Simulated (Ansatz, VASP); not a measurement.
One calculation of Pt, two programs

File INCAR:

```
  ALGO = Normal
  EDIFF = 1E-6
  ENCUT = 520
  GGA = PE
  ISIF = 2
  ISMEAR = 0
  LASPH = T
  LCHARG = F
  LREAL = F
  LWAVE = F
  NBANDS = 11
  NELM = 60
  PREC = Accurate
  SIGMA = 0.1
```

KPOINTS

```
k-points
0
Gamma
  8 8 8
```

Contents of POSCAR:

```
Pt
1.0
    0.0000000000      1.9850569792      1.9850569792
    1.9850569792      0.0000000000      1.9850569792
    1.9850569792      1.9850569792      0.0000000000
Pt
1
Direct
    0.0000000000      0.0000000000      0.0000000000
```

Input for Ansatz:

```yaml
crystal:
  lattice:
    - [0.0, 1.9850569792, 1.9850569792]
    - [1.9850569792, 0.0, 1.9850569792]
    - [1.9850569792, 1.9850569792, 0.0]
  atoms:
    - { symbol: Pt, position: [0.0, 0.0, 0.0] }
basis:
  ecutwfc: 420
kpoints:
  mp_grid: { grid: [8, 8, 8] }
  band_path:
    path:
      - [0.0, 0.0, 0.0]
      - [0.5, 0.0, 0.5]
      - [0.625, 0.25, 0.625]
      - [0.375, 0.375, 0.75]
      - [0.5, 0.5, 0.5]
      - [0.5, 0.25, 0.75]
      - [0.22222222, -0.5, -0.27777778]
      - [0.0, 0.0, 0.16666667]
    npoints: 1
hamiltonian:
  xc: pbe
scf:
  occupations: { method: gaussian, width: 0.1 }
  n_extra_bands: 4
output:
  forces: true
  stress: true
  eigenvalues: true
```

Alike in both runs: task single point; functional PBE; k mesh 8 × 8 × 8; occupations gaussian, width 0.1 eV; no spin polarisation.

|  | VASP | Ansatz |
| --- | --- | --- |
| version | VASP 6.6.1 | Ansatz 0.2.0 |
| potentials or method | VASP PAW PBE potentials, release 64 (Pt), cutoff 520 eV | scalar-relativistic, plane waves, PAW |
| valence electrons in the cell | 10 | 18 |

Ansatz gave:

| Item | Value |
| --- | --- |
| gap on the k mesh at the Fermi level (eV) | none |
| pressure (GPa) | -0.6 |

Q: What did VASP give for the same quantities?

A: gap on the k mesh at the Fermi level (eV): none; pressure (GPa): -1.2.

A gap of «none» marks a metal or a gap that the smearing closes. VASP's potentials hold 10 valence electrons a cell and Ansatz's 18, so a difference there can come from the potentials and not from the codes.

Neither program's run includes spin-orbit coupling.
